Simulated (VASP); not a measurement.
**Ca: single point with PBE**

Crystal: Ca.

```
CELL_PARAMETERS angstrom
0.00000 2.87803 2.75229
2.87803 0.00000 2.75229
2.87803 2.87803 0.00000
ATOMIC_POSITIONS crystal
Ca 0.00000 0.00000 0.00000
```

This cell differs from its parent crystal: strain +0.030 along x and y, -0.015 along z.

```yaml
Program: VASP 6.6.1
Task: single point
Functional: PBE
Potentials_or_basis: VASP PAW PBE potentials, release 64 (Ca_sv)
Cutoff: 520 eV
k_mesh: 14 × 14 × 14
Occupations: gaussian, width 0.15 eV
Spin: no spin polarisation
Dipole_correction: no
Further_INCAR_settings: ALGO = Fast; EDIFF = 1e-06; NBANDS = 11
```

| Item | Value |
| --- | --- |
| Pressure | -1.2 GPa |
| Band gap on the k mesh | zero (band 5 reaches 1.88 eV, above the bottom of band 6 at 1.46 eV) |

Stress tensor (GPa, compression positive):
```
-1.27  0.00  0.00
 0.00 -1.27  0.00
 0.00  0.00 -1.02
```

Levels at points of the mesh, in eV from the Fermi level:
```tsv
k point	band 2	band 3	band 4	band 5	band 6	band 7	band 8	band 9
(0.00, 0.00, 0.00)	-23.12	-23.12	-23.12	-3.89	2.18	2.18	2.36	3.09
(0.50, 0.00, 0.00)	-23.23	-23.14	-23.13	-0.96	-0.21	2.01	2.25	3.78
(0.50, 0.50, 0.00)	-23.22	-23.17	-23.17	-0.29	0.55	1.12	3.81	4.00
(0.50, 0.00, 0.50)	-23.22	-23.16	-23.15	-0.43	0.65	0.70	3.81	3.92
```

Run time: 2.1 min on 1 thread of Intel(R) Xeon(R) Platinum 8488C (Sapphire Rapids), on a shared host, peak memory 0.25 GiB.

Caveat: the cell differs from its parent crystal (strain +0.030 along x and y, -0.015 along z).
